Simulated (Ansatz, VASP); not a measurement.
## GaAs in VASP and in Ansatz

File INCAR:

```
SYSTEM = GaAs
ALGO = Normal
EDIFF = 1E-6
ENCUT = 510
GGA = PE
GGA_COMPAT = .False.
ISIF = 2
ISMEAR = -1
LASPH = .True.
LCHARG = .False.
LREAL = .False.
LWAVE = .False.
NBANDS = 21
NELM = 120
PREC = Accurate
SIGMA = 0.02
```

The input KPOINTS:

```
k-points
0
Gamma
  8 8 8
  0 0 0
```

The input POSCAR:

```
GaAs
1.0
    0.0000000000      2.9974040302      2.8330850947
    2.9974040302      0.0000000000      2.8330850947
    2.9974040302      2.9974040302      0.0000000000
Ga As
1 1
Direct
    0.0000000000      0.0000000000      0.0000000000
    0.2500000000      0.2500000000      0.2500000000
```

Input for Ansatz:

```yaml
crystal:
  lattice:
    - [0.0, 2.9974040302, 2.8330850947]
    - [2.9974040302, 0.0, 2.8330850947]
    - [2.9974040302, 2.9974040302, 0.0]
  atoms:
    - { symbol: Ga, position: [0.0, 0.0, 0.0] }
    - { symbol: As, position: [0.25, 0.25, 0.25] }
kpoints:
  mp_grid: { grid: [8, 8, 8] }
  band_path:
    path:
      - [0.0, 0.0, 0.0]
      - [-0.5, -0.5, 0.0]
      - [-0.375, -0.375, 0.25]
      - [-0.375, 0.0, 0.375]
      - [0.0, 0.0, 0.5]
      - [-0.5, -0.25, 0.25]
      - [-0.021973, 0.0, -0.021973]
    npoints: 1
hamiltonian:
  xc: pbe
scf:
  occupations: { method: fermi_dirac, width: 0.02 }
  n_extra_bands: 4
output:
  forces: true
  stress: true
  eigenvalues: true
  write_density: true
  write_potential: true
  elf: true
  volumetric_format: npy
```

Change from the starting cell: biaxial_xy strain +5.8%.

Alike in both runs: task single point; functional PBE; k mesh 8 × 8 × 8; occupations fermi-dirac, width 0.02 eV; no spin polarisation.

```csv
,VASP,Ansatz
version,VASP 6.6.1,Ansatz 0.2.0
potentials or method,"VASP PAW PBE potentials, release 64 (Ga_d, As_d)","plane waves, PAW"
plane-wave cutoff (eV),510,420
valence electrons in the cell,28,28
```

|  | VASP | Ansatz | Ansatz less VASP |
| --- | --- | --- | --- |
| pressure (GPa) | -3.6 | -3.6 | +0.02 |
| traceless stress, the component that is largest in VASP (GPa) | 1.86 | 1.86 | +0.004 |

With one functional, cell and mesh, what is left measures potentials, basis and numerics.
